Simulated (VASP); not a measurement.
# PtSe (Fm-3m) in VASP: settings compared, part 2 of 2

VASP 6.6.1.

**4. Single point, PBE+D4**

This run uses another cell than the first one, of 17.86 Å³/atom, 1.003 times its volume.

INCAR reads:

```
PREC     = Accurate       # precision mode
ENCUT    = 520            # plane-wave cutoff, eV
EDIFF    = 1E-7           # SCF threshold, eV
ISMEAR   = -1             # smearing method
SIGMA    = 0.05           # smearing width, eV
LREAL    = False          # projectors in reciprocal space
LASPH    = True           # aspherical terms in the spheres
NELM     = 100            # most SCF steps
ALGO     = Normal         # electronic algorithm
ISIF     = 2              # what is computed and relaxed
LWAVE    = False          # write WAVECAR
LCHARG   = False          # write CHGCAR
GGA      = PE             # functional
IVDW     = 13             # dispersion correction
NBANDS   = 15             # bands
```

KPOINTS reads:

```
Automatic mesh
0
Gamma
  8 8 8
```

POSCAR reads:

```
PtSe
1.0
    0.0000000000      2.6141426535      2.6141426535
    2.6141426535      0.0000000000      2.6141426535
    2.6141426535      2.6141426535      0.0000000000
Pt Se
1 1
Direct
    0.5000000000      0.5000000000      0.5000000000
    0.0000000000      0.0000000000      0.0000000000
```

Potentials or basis: VASP PAW PBE potentials, release 64 (Pt, Se).

The run is started by

```console
> cat potpaw_PBE.64/Pt/POTCAR potpaw_PBE.64/Se/POTCAR > POTCAR
> mpirun -np 1 vasp_std > vasp.out
```

OUTCAR:

```text
PREC = Accurate
   ENCUT = 520
   EDIFF = 1E-7
   ISMEAR = -1
   LREAL = False
   LASPH = True
   NELM = 100
   ISIF = 2
   GGA = PE
   IVDW = 13

 ion  position               nearest neighbor table
   1  0.500  0.500  0.500-   2 2.61   2 2.61   2 2.61   2 2.61   2 2.61   2 2.61
   2  0.000  0.000  0.000-   1 2.61   1 2.61   1 2.61   1 2.61   1 2.61   1 2.61

  LATTYP: Found a face centered cubic cell.
 ALAT       =     5.2282853070

  Lattice vectors:

 A1 = (   0.0000000000,   2.6141426535,   2.6141426535)
 A2 = (   2.6141426535,   0.0000000000,   2.6141426535)
 A3 = (   2.6141426535,   2.6141426535,   0.0000000000)

Analysis of symmetry for initial positions (statically):
=====================================================================
 Subroutine PRICEL returns:
 Original cell was already a primitive cell.

 Routine SETGRP: Setting up the symmetry group for a
 face centered cubic supercell.

 Subroutine GETGRP returns: Found 48 space group operations
 (whereof 48 operations were pure point group operations)
 out of a pool of 48 trial point group operations.

The static configuration has the point symmetry O_h .

Analysis of symmetry for dynamics (positions and initial velocities):
=====================================================================
 Subroutine PRICEL returns:
 Original cell was already a primitive cell.

 Routine SETGRP: Setting up the symmetry group for a
 face centered cubic supercell.

 Subroutine GETGRP returns: Found 48 space group operations
 (whereof 48 operations were pure point group operations)
 out of a pool of 48 trial point group operations.

The dynamic configuration has the point symmetry O_h .

 Subroutine INISYM returns: Found 48 space group operations
 (whereof 48 operations are pure point group operations),
 and found     1 'primitive' translations

----------------------------------------------------------------------------------------

                                     Primitive cell

  volume of cell :      35.7288

  direct lattice vectors                    reciprocal lattice vectors
     0.000000000  2.614142654  2.614142654    -0.191267297  0.191267297  0.191267297
     2.614142654  0.000000000  2.614142654     0.191267297 -0.191267297  0.191267297
     2.614142654  2.614142654  0.000000000     0.191267297  0.191267297 -0.191267297

  length of vectors
     3.696955995  3.696955995  3.696955995     0.331284677  0.331284677  0.331284677

  position of ions in fractional coordinates (direct lattice)
     0.500000000  0.500000000  0.500000000
     0.000000000  0.000000000  0.000000000

  ion indices of the primitive-cell ions
   primitive index   ion index
                 1           1
                 2           2

----------------------------------------------------------------------------------------

 KPOINTS: Automatic mesh

Automatic generation of k-mesh.
 Grid dimensions read from file:
 generate k-points for:    8    8    8

 Generating k-lattice:

  Cartesian coordinates                     Fractional coordinates (reciprocal lattice)
    -0.023908412  0.023908412  0.023908412     0.125000000  0.000000000  0.000000000
     0.023908412 -0.023908412  0.023908412     0.000000000  0.125000000  0.000000000
     0.023908412  0.023908412 -0.023908412     0.000000000  0.000000000  0.125000000

  Length of vectors
[... 39 lines left out ...]
   total plane-waves  NPLWV =  21952
   dimension x,y,z NGX =    28 NGY =   28 NGZ =   28
   dimension x,y,z NGXF=    56 NGYF=   56 NGZF=   56
   ions per type =               1   1
   NGX,Y,Z   is equivalent  to a cutoff of  12.59, 12.59, 12.59 a.u.
   NGXF,Y,Z  is equivalent  to a cutoff of  25.18, 25.18, 25.18 a.u.
 SYSTEM =  unknown system
   PREC   = accura    normal or accurate (medium, high low for compatibility)
   ISTART =      0    job   : 0-new  1-cont  2-samecut
   ICHARG =      2    charge: 1-file 2-atom 10-const
   ISPIN  =      1    spin polarized calculation?
   LNONCOLLINEAR =      F non collinear calculations
   LSORBIT =      F    spin-orbit coupling
   LASPH  =      T    aspherical Exc in radial PAW
   ENCUT  =  520.0 eV  38.22 Ry    6.18 a.u.   6.87  6.87  6.87*2*pi/ulx,y,z
   NELM   =    100;   NELMIN=  2; NELMDL= -5     # of ELM steps
   EDIFF  = 0.1E-06   stopping-criterion for ELM
   LREAL  =      F    real-space projection
   EDIFFG = 0.1E-05   stopping-criterion for IOM
   NSW    =      0    number of steps for IOM
   IBRION =     -1    ionic relax: 0-MD 1-quasi-New 2-CG
   NFREE  =      0    steps in history (QN), initial steepest desc. (CG)
   ISIF   =      2    stress and relaxation
   ISYM   =      2    0-nonsym 1-usesym 2-fastsym
   POTIM  = 0.5000    time-step for ionic-motion
   TEBEG  =    0.0;   TEEND  =   0.0 temperature during run
   PSTRESS=    0.0 pullay stress
   NELECT =      16.0000    total number of electrons
   NUPDOWN=      -1.0000    fix difference up-down
   EMIN   =  10.00;   EMAX   =-10.00  energy-range for DOS
   EFERMI =   0.00;   METHOD = LEGACY
   ISMEAR =    -1;   SIGMA  =   0.05  broadening in eV -4-tet -1-fermi 0-gaus
   EFERMI_NEDOS =   21; number of points for ismear=-14 and -15
   IALGO  =     38    algorithm
   IMIX   =      4    mixing-type and parameters
     AMIX     =   0.40;   BMIX     =  1.00
     AMIX_MAG =   1.60;   BMIX_MAG =  1.00
  volume/ion in A,a.u.               =      17.86       120.55
  Fermi-wavevector in a.u.,A,eV,Ry     =   1.252494  2.366870 21.344009  1.568740
  Thomas-Fermi vector in A             =   2.386391
   LORBIT       =      0    0 simple, 1 ext, 2 COOP (PROOUT), +10 PAW based schemes
   GGA     = PE    functional components
   LHFCALC =     F    Hartree Fock is set to
   AEXX    =    0.0000 exact exchange contribution
   IVDW    =    13    specifies the selected vdW correction
   LEPSILON=     F    determine dielectric tensor
   LRPA    =     F    only Hartree local field effects (RPA)
 non-spin polarized calculation
  energy-cutoff  :      520.00
  volume of cell :       35.73
 maximum number of plane-waves:       982
   NGX = 13   NGY = 13   NGZ = 13

 number of electron      16.0000000 magnetization

 Free energy of the ion-electron system (eV)
  ---------------------------------------------------
  ext. energy  EPLUGINS =         0.00000000
  ---------------------------------------------------
  free energy    TOTEN  =        -9.63712675 eV

  energy without entropy =       -9.63140439  energy(sigma->0) =       -9.63426557

 E-fermi :   8.0762     XC(G=0): -11.6560

 val. band max:        7.8922342233   @ k =  -0.3750   0.3750   0.0000
 cond. band min:       8.1449592044   @ k =   0.5000   0.5000   0.0000
 fundamental gap:      0.2527249811
 Fermi energy:         8.0762291365

 k-point     1 :       0.0000    0.0000    0.0000
  band No.  band energies     occupation
      1      -7.4843      2.00000
      2       4.6762      2.00000
      3       4.6762      2.00000
      4       4.6762      2.00000
      5       4.7018      2.00000
      6       4.7018      2.00000
      7       6.5123      2.00000
      8       6.5123      2.00000
      9       6.5123      2.00000
     10       9.5541      0.00000
     11      17.7271      0.00000
     12      19.6086      0.00000
     13      19.6086      0.00000
     14      19.6086      0.00000
[... 401 lines left out ...]
      2       0.7780      2.00000
      3       2.4321      2.00000
      4       2.5766      2.00000
      5       5.6229      2.00000
      6       5.6982      2.00000
      7       6.1166      2.00000
      8       8.3939      0.00347
      9       8.8458      0.00000
     10      13.4160      0.00000
     11      13.5396      0.00000
     12      16.6472      0.00000
     13      17.2432      0.00000
     14      20.9619      0.00000
     15      22.8729      0.00000

 [... further k-points ...]

------------------------ aborting loop because EDIFF is reached ----------------------------------------

  DFT-D4 for vdW energy calculation

  Edisp (eV):   -1.17697

  FORCE on cell =-STRESS in cart. coord.  units (eV):
  Direction    XX          YY          ZZ          XY          YZ          ZX
  --------------------------------------------------------------------------------------
  -------------------------------------------------------------------------------------
  Total      -0.00895    -0.00895    -0.00895    -0.00000     0.00000    -0.00000
  in kB      -0.40114    -0.40114    -0.40114    -0.00000     0.00000    -0.00000
  external pressure =       -0.40 kB  Pullay stress =        0.00 kB

 VOLUME and BASIS-vectors are now :
 -----------------------------------------------------------------------------
  energy-cutoff  :      520.00
  volume of cell :       35.73
      direct lattice vectors                 reciprocal lattice vectors
     0.000000000  2.614142654  2.614142654    -0.191267297  0.191267297  0.191267297
     2.614142654  0.000000000  2.614142654     0.191267297 -0.191267297  0.191267297
     2.614142654  2.614142654  0.000000000     0.191267297  0.191267297 -0.191267297

 POSITION                                       TOTAL-FORCE (eV/Angst)
 -----------------------------------------------------------------------------------
      2.61414      2.61414      2.61414        -0.000000      0.000000      0.000000
      0.00000      0.00000      0.00000         0.000000     -0.000000     -0.000000
 -----------------------------------------------------------------------------------
    total drift:                                0.000000      0.000000      0.000000

  FREE ENERGIE OF THE ION-ELECTRON SYSTEM (eV)
  ---------------------------------------------------
  free  energy   TOTEN  =       -10.8141014981 eV

  energy  without entropy=      -10.8083791436  energy(sigma->0) =      -10.81124032
```

Run time: 28 s. Hardware: 1 thread of Intel Xeon 8259CL, shared host; peak memory 0.16 GiB.

Results:

| Item | Value |
| --- | --- |
| Free energy | -10.8141 eV |
| Pressure | 0.0 GPa |
| Band gap on the k mesh | zero (band 8 reaches 11.04 eV, above the bottom of band 9 at 6.51 eV) |
| Dispersion energy per atom | -0.588 eV |

Levels at points of the mesh, in eV from the Fermi level:
```tsv
k point	band 5	band 6	band 7	band 8	band 9	band 10	band 11	band 12
(0.00, 0.00, 0.00)	-3.37	-3.37	-1.56	-1.56	-1.56	1.48	9.65	11.53
(0.50, 0.00, 0.00)	-2.33	-2.33	-1.82	2.97	2.97	3.17	6.15	6.15
(0.50, 0.50, 0.00)	-3.34	-2.86	-1.97	-1.97	-1.36	0.07	8.50	11.63
```

Caveat: spin-orbit coupling is left out, which moves the levels of the heavy elements; pairwise dispersion overbinds metals, which lowers pressure and volume.

**5. Single point, PBE**

This run uses another cell than the first one, of 18.47 Å³/atom, 1.037 times its volume.

INCAR reads:

```
  ALGO = Normal
  EDIFF = 1E-7
  ENCUT = 520
  GGA = PE
  ISIF = 2
  ISMEAR = -1
  LASPH = True
  LCHARG = False
  LREAL = False
  LWAVE = False
  NBANDS = 15
  NELM = 80
  PREC = Accurate
  SIGMA = 0.05
```

KPOINTS reads:

```
k-points
0
Gamma
  8 8 8
```

POSCAR reads:

```
PtSe
1.0
    0.0000000000      2.6433753635      2.6433753635
    2.6433753635      0.0000000000      2.6433753635
    2.6433753635      2.6433753635      0.0000000000
Pt Se
1 1
Direct
    0.5000000000      0.5000000000      0.5000000000
    0.0000000000      0.0000000000      0.0000000000
```

The run is started by

```console
> cat potpaw_PBE.64/Pt/POTCAR potpaw_PBE.64/Se/POTCAR > POTCAR
> mpirun -np 1 vasp_std > vasp.out
```

Run time: 29 s. Hardware: 1 thread of Intel Xeon 8259CL, shared host; peak memory 0.17 GiB.

Results (log left out):

- Free energy: -9.6548 eV
- Pressure: -0.1 GPa
- Band gap on the k mesh: zero (band 8 reaches 10.39 eV, above the bottom of band 9 at 6.07 eV)

Levels at points of the mesh, in eV from the Fermi level:
| k point | band 6 | band 7 | band 8 | band 9 | band 10 | band 11 |
| --- | --- | --- | --- | --- | --- | --- |
| (0.00, 0.00, 0.00) | -3.19 | -1.50 | -1.50 | -1.50 | 1.28 | 9.77 |
| (0.50, 0.00, 0.00) | -2.20 | -1.73 | 2.83 | 2.83 | 3.24 | 6.18 |
| (0.50, 0.50, 0.00) | -2.71 | -1.86 | -1.86 | -1.30 | 0.03 | 8.42 |

Caveat: spin-orbit coupling is left out, which moves the levels of the heavy elements.

**6. Single point, PBE+D3(BJ)**

This run uses another cell than the first one, of 21.91 Å³/atom, 1.230 times its volume.

INCAR reads:

```
SYSTEM = PtSe
PREC = Accurate
ENCUT = 520
EDIFF = 1E-7
ISMEAR = -1
SIGMA = 0.05
LREAL = .False.
LASPH = .True.
NELM = 60
ALGO = Normal
ISIF = 2
LWAVE = .False.
LCHARG = .False.
GGA = PE
IVDW = 12
NBANDS = 15
```

KPOINTS reads:

```
Automatic mesh
0
Gamma
  8 8 8
  0 0 0
```

POSCAR reads:

```
PtSe
1.0
    0.0000000000      2.7984111300      2.7984111300
    2.7984111300      0.0000000000      2.7984111300
    2.7984111300      2.7984111300      0.0000000000
Pt Se
1 1
Direct
    0.5000000000      0.5000000000      0.5000000000
    0.0000000000      0.0000000000      0.0000000000
```

Potentials or basis: VASP PAW PBE potentials, release 64 (Pt, Se).

The run is started by

```console
> cat potpaw_PBE.64/Pt/POTCAR potpaw_PBE.64/Se/POTCAR > POTCAR
> mpirun -np 1 vasp_std > vasp.out
```

OUTCAR:

```text
SYSTEM = PtSe
   PREC = Accurate
   ENCUT = 520
   EDIFF = 1E-7
   ISMEAR = -1
   LREAL = .False.
   LASPH = .True.
   NELM = 60
   ISIF = 2
   GGA = PE
   IVDW = 12
 IVDW          = 12

 ion  position               nearest neighbor table
   1  0.500  0.500  0.500-   2 2.80   2 2.80   2 2.80   2 2.80   2 2.80   2 2.80
   2  0.000  0.000  0.000-   1 2.80   1 2.80   1 2.80   1 2.80   1 2.80   1 2.80

  LATTYP: Found a face centered cubic cell.
 ALAT       =     5.5968222600

  Lattice vectors:

[... 620 lines left out ...]

 Edisp (eV)   -0.93170

 E8    (eV) :    -0.4089

  FORCE on cell =-STRESS in cart. coord.  units (eV):
  Direction    XX          YY          ZZ          XY          YZ          ZX
  --------------------------------------------------------------------------------------
  -------------------------------------------------------------------------------------
  Total      -4.92889    -4.92889    -4.92889    -0.00000    -0.00000     0.00000
  in kB    -180.17533  -180.17533  -180.17533    -0.00000    -0.00000     0.00000
  external pressure =     -180.18 kB  Pullay stress =        0.00 kB

 VOLUME and BASIS-vectors are now :
 -----------------------------------------------------------------------------
  energy-cutoff  :      520.00
  volume of cell :       43.83
      direct lattice vectors                 reciprocal lattice vectors
     0.000000000  2.798411130  2.798411130    -0.178672817  0.178672817  0.178672817
     2.798411130  0.000000000  2.798411130     0.178672817 -0.178672817  0.178672817
     2.798411130  2.798411130  0.000000000     0.178672817  0.178672817 -0.178672817

 POSITION                                       TOTAL-FORCE (eV/Angst)
 -----------------------------------------------------------------------------------
      2.79841      2.79841      2.79841        -0.000000      0.000000     -0.000000
      0.00000      0.00000      0.00000         0.000000     -0.000000      0.000000
 -----------------------------------------------------------------------------------
    total drift:                                0.000000     -0.000000      0.000000

  FREE ENERGIE OF THE ION-ELECTRON SYSTEM (eV)
  ---------------------------------------------------
  free  energy   TOTEN  =       -10.2134191499 eV

  energy  without entropy=      -10.2030890493  energy(sigma->0) =      -10.20825410
```

Run time: 40 s. Hardware: 1 thread of Intel Xeon 8259CL, shared host; peak memory 0.19 GiB.

What came out:

| Quantity | Value |
| --- | --- |
| Free energy | -10.2134 eV |
| Pressure | -18.0 GPa |
| Band gap on the k mesh | zero (band 8 reaches 7.40 eV, above the bottom of band 9 at 3.94 eV) |
| Dispersion energy per atom | -0.466 eV |

Levels at points of the mesh, in eV from the Fermi level:
```tsv
k point	band 5	band 6	band 7	band 8	band 9	band 10	band 11	band 12
(0.00, 0.00, 0.00)	-2.32	-2.32	-1.19	-1.19	-1.19	0.48	10.23	10.82
(0.50, 0.00, 0.00)	-1.63	-1.63	-1.30	2.18	2.18	3.53	6.29	6.29
(0.50, 0.50, 0.00)	-2.51	-2.03	-1.39	-1.39	-1.09	-0.04	8.05	10.29
```

Caveat: three body term missing; spin-orbit coupling is left out, which moves the levels of the heavy elements; pairwise dispersion overbinds metals, which lowers pressure and volume.

**7. Summary**

```csv
level,cell,gap on the mesh (eV),pressure (GPa)
PBE+D3(BJ),"a = 3.694 Å, angles 60.0°, 2 atoms",none,0.0
PBE+D3(BJ),"a = 3.702 Å, angles 60.0°, 2 atoms",none,-1.0
PBE+D4,"a = 3.697 Å, angles 60.0°, 2 atoms",none,0.0
PBE,"a = 3.738 Å, angles 60.0°, 2 atoms",none,-0.1
PBE+D3(BJ),"a = 3.958 Å, angles 60.0°, 2 atoms",none,-18.0
```

Alike in all rows: task single point; potentials or basis VASP PAW PBE potentials, release 64 (Pt, Se); no spin polarisation; k mesh 8 × 8 × 8; cutoff (eV) 520; smearing fermi-dirac 0.05 eV.

Caveats: spin-orbit coupling is left out, which moves the levels of the heavy elements; pairwise dispersion overbinds metals, which lowers pressure and volume (some runs); three body term missing (some runs).

Absolute energies hang on the potentials; compare differences alone.
